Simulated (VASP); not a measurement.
# HfC (P6_3/mmc) in VASP: notebook

HfC is run at these levels: PBEsol; tasks: single point.

All numbers are computed with VASP 6.6.1; they aren't measurements. Logs are shortened: lines on timing, memory, paths and dates and some standing lists are left out, and cuts for length are marked.

## 1. The cell of the first run

The structure is hexagonal, space group P6_3/mmc (No. 194). The conventional cell has a = 3.220 Å, b = 3.220 Å, c = 5.065 Å, α = 90.00°, β = 90.00°, γ = 120.00°. Hf (site symmetry -6m2) has 6 C at 2.25 Å within 3.0 Å. C (site symmetry -3m) has 6 Hf at 2.25 Å and 2 C at 2.53 Å within 3.0 Å.

## 2. Single point, PBEsol

File INCAR:

```
SYSTEM = HfC
PREC = Accurate
ENCUT = 520
EDIFF = 1E-7
ISMEAR = -1
SIGMA = 0.1
LREAL = .False.
LASPH = .True.
NELM = 100
ALGO = Normal
ISIF = 2
LWAVE = .False.
LCHARG = .False.
GGA = PS
NBANDS = 22
```

File KPOINTS:

```
regular mesh
0
Gamma
  8 8 5
  0 0 0
```

File POSCAR:

```
HfC
1.0
    3.2200846455      0.0000000028      0.0000000000
   -1.6100423252      2.7886751040      0.0000000000
    0.0000000000      0.0000000000      5.0646988568
Hf C
2 2
Direct
    0.6666666667      0.3333333333      0.7500000000
    0.3333333333      0.6666666667      0.2500000000
    0.0000000000      0.0000000000      0.0000000000
    0.0000000000      0.0000000000      0.5000000000
```

Potentials or basis: VASP PAW PBE potentials, release 64 (Hf_pv, C).

Started as:

```bash
$ cat potpaw_PBE.64/Hf_pv/POTCAR potpaw_PBE.64/C/POTCAR > POTCAR
$ mpirun -np 1 vasp_std > vasp.out
```

OUTCAR:

```text
SYSTEM = HfC
   PREC = Accurate
   ENCUT = 520
   EDIFF = 1E-7
   ISMEAR = -1
   LREAL = .False.
   LASPH = .True.
   NELM = 100
   ISIF = 2
   GGA = PS

 ion  position               nearest neighbor table
   1  0.667  0.333  0.750-   3 2.25   4 2.25   3 2.25   4 2.25   3 2.25   4 2.25   2 3.14   2 3.14
                             2 3.14   2 3.14   2 3.14   2 3.14
   2  0.333  0.667  0.250-   3 2.25   4 2.25   3 2.25   4 2.25   3 2.25   4 2.25   1 3.14   1 3.14
                             1 3.14   1 3.14   1 3.14   1 3.14
   3  0.000  0.000  0.000-   1 2.25   2 2.25   1 2.25   2 2.25   1 2.25   2 2.25
   4  0.000  0.000  0.500-   1 2.25   2 2.25   1 2.25   2 2.25   1 2.25   2 2.25

  LATTYP: Found a hexagonal cell.
 ALAT       =     3.2200846455
 C/A-ratio  =     1.5728464976

  Lattice vectors:

 A1 = (   3.2200846455,   0.0000000028,   0.0000000000)
 A2 = (  -1.6100423252,   2.7886751040,   0.0000000000)
 A3 = (   0.0000000000,   0.0000000000,   5.0646988568)

Analysis of symmetry for initial positions (statically):
=====================================================================
 Subroutine PRICEL returns:
 Original cell was already a primitive cell.

 Routine SETGRP: Setting up the symmetry group for a
 hexagonal supercell.

 Subroutine GETGRP returns: Found 24 space group operations
 (whereof 12 operations were pure point group operations)
 out of a pool of 24 trial point group operations.

The static configuration has the point symmetry D_3d.
 The point group associated with its full space group is D_6h.

Analysis of symmetry for dynamics (positions and initial velocities):
=====================================================================
 Subroutine PRICEL returns:
 Original cell was already a primitive cell.

 Routine SETGRP: Setting up the symmetry group for a
 hexagonal supercell.

 Subroutine GETGRP returns: Found 24 space group operations
 (whereof 12 operations were pure point group operations)
 out of a pool of 24 trial point group operations.

The dynamic configuration has the point symmetry D_3d.
 The point group associated with its full space group is D_6h.

 Subroutine INISYM returns: Found 24 space group operations
 (whereof 12 operations are pure point group operations),
 and found     1 'primitive' translations

----------------------------------------------------------------------------------------

                                     Primitive cell

  volume of cell :      45.4798

  direct lattice vectors                    reciprocal lattice vectors
     3.220084646  0.000000003  0.000000000     0.310550842  0.179296613  0.000000000
    -1.610042325  2.788675104  0.000000000    -0.000000000  0.358593225  0.000000000
     0.000000000  0.000000000  5.064698857     0.000000000  0.000000000  0.197445105

  length of vectors
     3.220084646  3.220084646  5.064698857     0.358593225  0.358593225  0.197445105

  position of ions in fractional coordinates (direct lattice)
     0.666666667  0.333333333  0.750000000
     0.333333333  0.666666667  0.250000000
     0.000000000  0.000000000  0.000000000
     0.000000000  0.000000000  0.500000000

  ion indices of the primitive-cell ions
   primitive index   ion index
                 1           1
                 2           2
                 3           3
                 4           4

----------------------------------------------------------------------------------------

 KPOINTS: regular mesh

Automatic generation of k-mesh.
 Grid dimensions read from file:
 generate k-points for:    8    8    5

 Generating k-lattice:

  Cartesian coordinates                     Fractional coordinates (reciprocal lattice)
     0.038818855  0.022412077  0.000000000     0.125000000 -0.000000000  0.000000000
    -0.000000000  0.044824153  0.000000000    -0.000000000  0.125000000  0.000000000
     0.000000000  0.000000000  0.039489021     0.000000000  0.000000000  0.200000000

  Length of vectors
     0.044824153  0.044824153  0.039489021

  Shift w.r.t. Gamma in fractional coordinates (k-lattice)
     0.000000000  0.000000000  0.000000000

 Subroutine IBZKPT returns following result:
 ===========================================

 Found     30 irreducible k-points:

 Following reciprocal coordinates:
            Coordinates               Weight
  0.000000  0.000000  0.000000      1.000000
  0.125000 -0.000000  0.000000      6.000000
  0.250000 -0.000000  0.000000      6.000000
  0.375000  0.000000  0.000000      6.000000
  0.500000 -0.000000  0.000000      3.000000
  0.125000  0.125000  0.000000      6.000000
[... 16 lines left out ...]
  0.250000 -0.000000  0.400000     12.000000
  0.375000  0.000000  0.400000     12.000000
 [... further k-points ...]
   k-points           NKPTS =     30   k-points in BZ     NKDIM =     30   number of bands    NBANDS=     22
   number of dos      NEDOS =    301   number of ions     NIONS =      4
   total plane-waves  NPLWV =  23040
   dimension x,y,z NGX =    24 NGY =   24 NGZ =   40
   dimension x,y,z NGXF=    48 NGYF=   48 NGZF=   80
   ions per type =               2   2
   NGX,Y,Z   is equivalent  to a cutoff of  12.39, 12.39, 13.13 a.u.
   NGXF,Y,Z  is equivalent  to a cutoff of  24.78, 24.78, 26.26 a.u.
 SYSTEM =  HfC
   PREC   = accura    normal or accurate (medium, high low for compatibility)
   ISTART =      0    job   : 0-new  1-cont  2-samecut
   ICHARG =      2    charge: 1-file 2-atom 10-const
   ISPIN  =      1    spin polarized calculation?
   LNONCOLLINEAR =      F non collinear calculations
   LSORBIT =      F    spin-orbit coupling
   LASPH  =      T    aspherical Exc in radial PAW
   ENCUT  =  520.0 eV  38.22 Ry    6.18 a.u.   5.99  5.99  9.42*2*pi/ulx,y,z
   NELM   =    100;   NELMIN=  2; NELMDL= -5     # of ELM steps
   EDIFF  = 0.1E-06   stopping-criterion for ELM
   LREAL  =      F    real-space projection
   EDIFFG = 0.1E-05   stopping-criterion for IOM
   NSW    =      0    number of steps for IOM
   IBRION =     -1    ionic relax: 0-MD 1-quasi-New 2-CG
   NFREE  =      0    steps in history (QN), initial steepest desc. (CG)
   ISIF   =      2    stress and relaxation
   ISYM   =      2    0-nonsym 1-usesym 2-fastsym
   POTIM  = 0.5000    time-step for ionic-motion
   TEBEG  =    0.0;   TEEND  =   0.0 temperature during run
   PSTRESS=    0.0 pullay stress
   NELECT =      28.0000    total number of electrons
   NUPDOWN=      -1.0000    fix difference up-down
   EMIN   =  10.00;   EMAX   =-10.00  energy-range for DOS
   EFERMI =   0.00;   METHOD = LEGACY
   ISMEAR =    -1;   SIGMA  =   0.10  broadening in eV -4-tet -1-fermi 0-gaus
   EFERMI_NEDOS =   21; number of points for ismear=-14 and -15
   IALGO  =     38    algorithm
   IMIX   =      4    mixing-type and parameters
     AMIX     =   0.40;   BMIX     =  1.00
     AMIX_MAG =   1.60;   BMIX_MAG =  1.00
  volume/ion in A,a.u.               =      11.37        76.73
  Fermi-wavevector in a.u.,A,eV,Ry     =   1.392690  2.631803 26.389675  1.939586
  Thomas-Fermi vector in A             =   2.516409
   LORBIT       =      0    0 simple, 1 ext, 2 COOP (PROOUT), +10 PAW based schemes
   GGA     = PS    functional components
   LHFCALC =     F    Hartree Fock is set to
   AEXX    =    0.0000 exact exchange contribution
   IVDW    =     0    specifies the selected vdW correction
   LEPSILON=     F    determine dielectric tensor
   LRPA    =     F    only Hartree local field effects (RPA)
 non-spin polarized calculation
  energy-cutoff  :      520.00
  volume of cell :       45.48
 maximum number of plane-waves:      1239
 NGX is ok and might be reduce to    24
   NGX = 11   NGY = 11   NGZ = 19

 number of electron      28.0000006 magnetization

 Free energy of the ion-electron system (eV)
  ---------------------------------------------------
  ext. energy  EPLUGINS =         0.00000000
  ---------------------------------------------------
  free energy    TOTEN  =       -43.45134283 eV

  energy without entropy =      -43.42943961  energy(sigma->0) =      -43.44039122

 E-fermi :   6.9230     XC(G=0): -12.9194

 val. band max:        6.8288452022   @ k =   0.2500   0.2500   0.2000
 cond. band min:       7.2307254825   @ k =   0.3750   0.2500   0.0000
 fundamental gap:      0.4018802802
 Fermi energy:         6.9229991924

 k-point     1 :       0.0000    0.0000    0.0000
  band No.  band energies     occupation
      1     -23.3256      2.00000
      2     -22.4828      2.00000
      3     -22.4828      2.00000
      4     -22.3662      2.00000
      5     -22.3662      2.00000
      6     -22.2636      2.00000
[... 14 lines left out ...]
     21      11.7654      0.00000
     22      16.1379      0.00000

 k-point     2 :       0.1250   -0.0000    0.0000
  band No.  band energies     occupation
      1     -23.2731      2.00000
      2     -22.5952      2.00000
      3     -22.5239      2.00000
      4     -22.4690      2.00000
      5     -22.3708      2.00000
      6     -22.2821      2.00000
[... 14 lines left out ...]
     21      12.6121      0.00000
     22      15.4494      0.00000

 k-point     3 :       0.2500   -0.0000    0.0000
  band No.  band energies     occupation
      1     -23.1321      2.00000
      2     -22.8657      2.00000
      3     -22.6988      2.00000
      4     -22.6103      2.00000
      5     -22.3938      2.00000
      6     -22.3403      2.00000
[... 14 lines left out ...]
     21      14.4526      0.00000
     22      14.5037      0.00000
[... 476 lines left out ...]
 k-point    23 :       0.2500   -0.0000    0.4000
  band No.  band energies     occupation
      1     -23.0439      2.00000
      2     -22.9190      2.00000
      3     -22.6184      2.00000
      4     -22.5365      2.00000
      5     -22.4696      2.00000
      6     -22.4677      2.00000
[... 14 lines left out ...]
     21      14.6171      0.00000
     22      14.7903      0.00000

 k-point    24 :       0.3750    0.0000    0.4000
  band No.  band energies     occupation
      1     -23.2038      2.00000
      2     -23.1270      2.00000
      3     -22.6119      2.00000
      4     -22.5985      2.00000
      5     -22.5169      2.00000
      6     -22.4755      2.00000
[... 14 lines left out ...]
     21      15.2280      0.00000
     22      15.4993      0.00000

 [... further k-points ...]

------------------------ aborting loop because EDIFF is reached ----------------------------------------

  FORCE on cell =-STRESS in cart. coord.  units (eV):
  Direction    XX          YY          ZZ          XY          YZ          ZX
  --------------------------------------------------------------------------------------
  -------------------------------------------------------------------------------------
  Total        5.6598474      5.6598474      5.6874635     -0.0000000      0.0000000      0.0000000
  in kB      199.3868286    199.3868286    200.3596993     -0.0000000      0.0000000      0.0000000
  external PRESSURE =     199.7111188 kB  Pullay stress =       0.0000000 kB

 VOLUME and BASIS-vectors are now :
 -----------------------------------------------------------------------------
  energy-cutoff  :      520.00
  volume of cell :       45.48
      direct lattice vectors                 reciprocal lattice vectors
     3.220084646  0.000000003  0.000000000     0.310550842  0.179296613  0.000000000
    -1.610042325  2.788675104  0.000000000    -0.000000000  0.358593225  0.000000000
     0.000000000  0.000000000  5.064698857     0.000000000  0.000000000  0.197445105

 POSITION                                       TOTAL-FORCE (eV/Angst)
 -----------------------------------------------------------------------------------
      1.61004      0.92956      3.79852         0.000000     -0.000000      0.000000
     -0.00000      1.85912      1.26617        -0.000000     -0.000000      0.000000
      0.00000      0.00000      0.00000        -0.000000      0.000000      0.000000
      0.00000      0.00000      2.53235        -0.000000      0.000000      0.000000
 -----------------------------------------------------------------------------------
    total drift:                               -0.000000      0.000000     -0.000000

  FREE ENERGIE OF THE ION-ELECTRON SYSTEM (eV)
  ---------------------------------------------------
  free  energy   TOTEN  =       -43.4513428282 eV

  energy  without entropy=      -43.4294396139  energy(sigma->0) =      -43.44039122
```

Wall time 47 s (1 thread of Intel Xeon 8259CL, shared host); peak memory 0.17 GiB.

Results:

| Quantity | Value |
| --- | --- |
| Free energy | -43.4513 eV |
| Pressure | 20.0 GPa |
| Band gap on the k mesh | zero (band 14 reaches 8.04 eV, above the bottom of band 15 at 6.77 eV) |

Caveat: the PAW data sets were made with another functional, which shifts forces and pressure a little; spin-orbit coupling is left out, which moves the levels of the heavy elements.

## 3. Single point, PBEsol

This run uses another cell than the first one, of 11.75 Å³/atom, 1.033 times its volume.

File INCAR:

```
  ALGO = Normal
  EDIFF = 1E-6
  ENCUT = 520
  GGA = PS
  ISIF = 2
  ISMEAR = -1
  LASPH = T
  LCHARG = T
  LELF = T
  LREAL = F
  LVHAR = T
  LWAVE = F
  NBANDS = 22
  NELM = 100
  PREC = Accurate
  SIGMA = 0.1
```

File KPOINTS:

```
k-points
0
Gamma
  8 8 5
```

File POSCAR:

```
HfC
1.0
    3.2530295209      0.0000000028      0.0000000000
   -1.6265147629      2.8172062030      0.0000000000
    0.0000000000      0.0000000000      5.1286216531
Hf C
2 2
Direct
    0.6666666667      0.3333333333      0.7500000000
    0.3333333333      0.6666666667      0.2500000000
    0.0000000000      0.0000000000      0.0000000000
    0.0000000000      0.0000000000      0.5000000000
```

Potentials or basis: VASP PAW PBE potentials, release 64 (Hf_pv, C).

Started as:

```bash
$ cat potpaw_PBE.64/Hf_pv/POTCAR potpaw_PBE.64/C/POTCAR > POTCAR
$ mpirun -np 1 vasp_std > vasp.out
```

It took 50 s on 1 thread of Intel Xeon 8259CL, shared host; peak memory 0.17 GiB.

Results (log left out):

```
Free energy            : -43.5917 eV
Pressure               : 9.8 GPa
Band gap on the k mesh : zero (band 14 reaches 7.76 eV, above the bottom of band 15 at 6.53 eV)
```

Stress tensor (GPa, compression positive):
```
9.74 0.00 0.00
0.00 9.74 0.00
0.00 0.00 9.84
```

Levels at points of the mesh, in eV from the Fermi level:
```tsv
k point	band 10	band 11	band 12	band 13	band 14	band 15	band 16	band 17	band 18	band 19
(0.00, 0.00, 0.00)	-3.10	-3.10	-1.12	-1.12	1.09	1.59	1.59	2.20	2.20	2.46
(0.50, 0.00, 0.00)	-3.99	-3.56	-3.32	-1.80	-0.86	1.58	4.77	5.25	5.29	6.10
```

Caveat: the PAW data sets were made with another functional, which shifts forces and pressure a little; spin-orbit coupling is left out, which moves the levels of the heavy elements.

## 4. Single point, PBEsol

This run uses another cell than the first one, of 11.97 Å³/atom, 1.052 times its volume.

File INCAR:

```
SYSTEM = HfC
PREC = Accurate ; ENCUT = 520
EDIFF = 1E-6 ; ISMEAR = -1
SIGMA = 0.1 ; LREAL = .FALSE.
LASPH = .TRUE. ; NELM = 60
ALGO = Normal ; ISIF = 2
LWAVE = .FALSE. ; LCHARG = .FALSE.
GGA = PS ; NBANDS = 22
```

File KPOINTS:

```
regular mesh
0
G
  8 8 5
  0 0 0
```

File POSCAR:

```
HfC
1.0
    3.2714140363      0.0000000028      0.0000000000
   -1.6357070206      2.8331276603      0.0000000000
    0.0000000000      0.0000000000      5.1640411874
Hf C
2 2
Direct
    0.6666666667      0.3333333333      0.7500000000
    0.3333333333      0.6666666667      0.2500000000
    0.0000000000      0.0000000000      0.0000000000
    0.0000000000      0.0000000000      0.5000000000
```

Started as:

```bash
$ cat potpaw_PBE.64/Hf_pv/POTCAR potpaw_PBE.64/C/POTCAR > POTCAR
$ mpirun -np 1 vasp_std > vasp.out
```

Wall time 48 s (1 thread of Intel Xeon 8259CL, shared host); peak memory 0.17 GiB.

Results (log left out):

* Free energy: -43.6306 eV
* Pressure: 4.7 GPa
* Band gap on the k mesh: zero (band 14 reaches 7.60 eV, above the bottom of band 15 at 6.40 eV)

Stress tensor (GPa, compression positive):
```
4.65 0.00 0.00
0.00 4.65 0.00
0.00 0.00 4.74
```

Levels at points of the mesh, in eV from the Fermi level:
```
           k point  band 11  band 12  band 13  band 14  band 15  band 16  band 17  band 18
(0.00, 0.00, 0.00)    -3.04    -1.10    -1.10     1.07     1.57     1.57     2.17     2.17
(0.50, 0.00, 0.00)    -3.49    -3.31    -1.77    -0.88     1.52     4.67     5.14     5.18
```

Caveat: the PAW data sets were made with another functional, which shifts forces and pressure a little; spin-orbit coupling is left out, which moves the levels of the heavy elements.

## 5. Single point, PBEsol

This run uses another cell than the first one, of 12.20 Å³/atom, 1.073 times its volume.

File INCAR:

```
SYSTEM = HfC
PREC = Accurate
ENCUT = 520
EDIFF = 1E-7
ISMEAR = -1
SIGMA = 0.1
LREAL = .FALSE.
LASPH = .TRUE.
NELM = 60
ALGO = Normal
ISIF = 2
LWAVE = .FALSE.
LCHARG = .FALSE.
GGA = PS
NBANDS = 22
```

File KPOINTS:

```
Automatic mesh
0
G
  8 8 5
  0 0 0
```

File POSCAR:

```
HfC
1.0
    3.2913518036      0.0000000028      0.0000000000
   -1.6456759043      2.8503942733      0.0000000000
    0.0000000000      0.0000000000      5.2023954598
Hf C
2 2
Direct
    0.6666666667      0.3333333333      0.7500000000
    0.3333333333      0.6666666667      0.2500000000
    0.0000000000      0.0000000000      0.0000000000
    0.0000000000      0.0000000000      0.5000000000
```

Started as:

```bash
$ cat potpaw_PBE.64/Hf_pv/POTCAR potpaw_PBE.64/C/POTCAR > POTCAR
$ mpirun -np 1 vasp_std > vasp.out
```

It took 55 s on 1 thread of Intel Xeon 8259CL, shared host; peak memory 0.17 GiB.

Results (log left out):

```
Free energy            : -43.6432 eV
Pressure               : -0.4 GPa
Band gap on the k mesh : zero (band 14 reaches 7.44 eV, above the bottom of band 15 at 6.27 eV)
```

Stress tensor (GPa, compression positive):
```
-0.44  0.00  0.00
 0.00 -0.44  0.00
 0.00  0.00 -0.36
```

Levels at points of the mesh, in eV from the Fermi level:
```
           k point  band 12  band 13  band 14  band 15  band 16  band 17
(0.00, 0.00, 0.00)    -1.08    -1.08     1.05     1.55     1.55     2.14
(0.50, 0.00, 0.00)    -3.30    -1.75    -0.90     1.46     4.56     5.01
```

Caveat: the PAW data sets were made with another functional, which shifts forces and pressure a little; spin-orbit coupling is left out, which moves the levels of the heavy elements.

## 6. Overview

```tsv
cell	gap on the mesh (eV)	pressure (GPa)
a = 3.220, b = 3.220, c = 5.065 Å, angles 90.0, 90.0, 120.0°, 4 atoms	none	20.0
a = 3.253, b = 3.253, c = 5.129 Å, angles 90.0, 90.0, 120.0°, 4 atoms	none	9.8
a = 3.271, b = 3.271, c = 5.164 Å, angles 90.0, 90.0, 120.0°, 4 atoms	none	4.7
a = 3.291, b = 3.291, c = 5.202 Å, angles 90.0, 90.0, 120.0°, 4 atoms	none	-0.4
```

Alike in all rows: task single point; level PBEsol; potentials or basis VASP PAW PBE potentials, release 64 (Hf_pv, C); no spin polarisation; k mesh 8 × 8 × 5; cutoff (eV) 520; smearing fermi-dirac 0.1 eV.

Caveats: the PAW data sets were made with another functional, which shifts forces and pressure a little; spin-orbit coupling is left out, which moves the levels of the heavy elements.

Absolute energies hang on the potentials; compare differences alone.
